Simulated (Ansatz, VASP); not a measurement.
## Tl in VASP and in Ansatz

The input INCAR:

```
PREC = Accurate
ENCUT = 520
EDIFF = 1E-7
ISMEAR = 0
SIGMA = 0.15
LREAL = False
LASPH = True
NELM = 80
ALGO = Fast
ISIF = 2
LWAVE = False
LCHARG = False
GGA = PS
NBANDS = 20
```

File KPOINTS:

```
regular mesh
0
Gamma
  18 18 10
```

POSCAR

```
Tl
1.0
    3.1665941845      0.0000000000      0.0000000000
   -1.5832970923      2.7423510073      0.0000000000
    0.0000000000      0.0000000000      6.5810397992
Tl
2
Direct
    0.3333333333      0.6666666667      0.2500000000
    0.6666666667      0.3333333333      0.7500000000
```

Input for Ansatz:

```yaml
crystal:
  lattice:
    - [3.1665941845, 0.0, 0.0]
    - [-1.5832970923, 2.7423510073, 0.0]
    - [0.0, 0.0, 6.5810397992]
  atoms:
    - { symbol: Tl, position: [0.3333333333, 0.6666666667, 0.25] }
    - { symbol: Tl, position: [0.6666666667, 0.3333333333, 0.75] }
basis:
  ecutwfc: 420
kpoints:
  mp_grid: { grid: [18, 18, 10] }
hamiltonian:
  xc: pbesol
scf:
  occupations: { method: gaussian, width: 0.15 }
output:
  forces: true
  stress: true
  eigenvalues: true
```

Alike in both runs: task single point; functional PBEsol; k mesh 18 × 18 × 10; occupations gaussian, width 0.15 eV; no spin polarisation.

|  | VASP | Ansatz |
| --- | --- | --- |
| version | VASP 6.6.1 | Ansatz 0.2.0 |
| potentials or method | VASP PAW PBE potentials, release 64 (Tl_d), cutoff 520 eV | scalar-relativistic, plane waves, PAW |
| valence electrons in the cell | 26 | 26 |

```csv
,VASP,Ansatz,Ansatz less VASP
gap on the k mesh at the Fermi level (eV),none,none,-
pressure (GPa),2.4,2.4,+0.06
"traceless stress, the component that is largest in VASP (GPa)",-5.43,-5.43,-0.004
```

VASP's potentials were made for PBE, not for PBEsol. A gap of «none» marks a metal or a gap that the smearing closes. With one functional, cell and mesh, what is left measures potentials, basis and numerics.

Spin-orbit coupling is off throughout.
